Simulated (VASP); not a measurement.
A run of VASP 6.6.1 is set up as follows.

INCAR

```
SYSTEM = CdSe
PREC = Accurate
ENCUT = 520
EDIFF = 1E-6
ISMEAR = 0
SIGMA = 0.01
LREAL = .False.
LASPH = .True.
NELM = 100
ALGO = Normal
ISIF = 2
LWAVE = .False.
LCHARG = .False.
GGA = PE
NBANDS = 26
```

The input KPOINTS:

```
regular mesh
0
Gamma
  6 6 4
  0 0 0
```

POSCAR

```
CdSe
1.0
    4.4267822262      0.0000000000      0.0000000000
   -2.2133911131      3.8337058649      0.0000000000
    0.0000000000      0.0000000000      7.2243774944
Cd Se
2 2
Direct
    0.3333333333      0.6666666667      0.0045810698
    0.6666666667      0.3333333333      0.5045810698
    0.3333333333      0.6666666667      0.3804189302
    0.6666666667      0.3333333333      0.8804189302
```

Potentials or basis: VASP PAW PBE potentials, release 64 (Cd, Se).

Launch:

```bash
$ cat potpaw_PBE.64/Cd/POTCAR potpaw_PBE.64/Se/POTCAR > POTCAR
$ mpirun -np 1 vasp_std > vasp.out
```

Q: Estimate the band gap on the k mesh.

A: 0.47 eV.

Q: Estimate the pressure.

A: -1.0 GPa.

As with any semilocal functional, this PBE gap is likely too small.
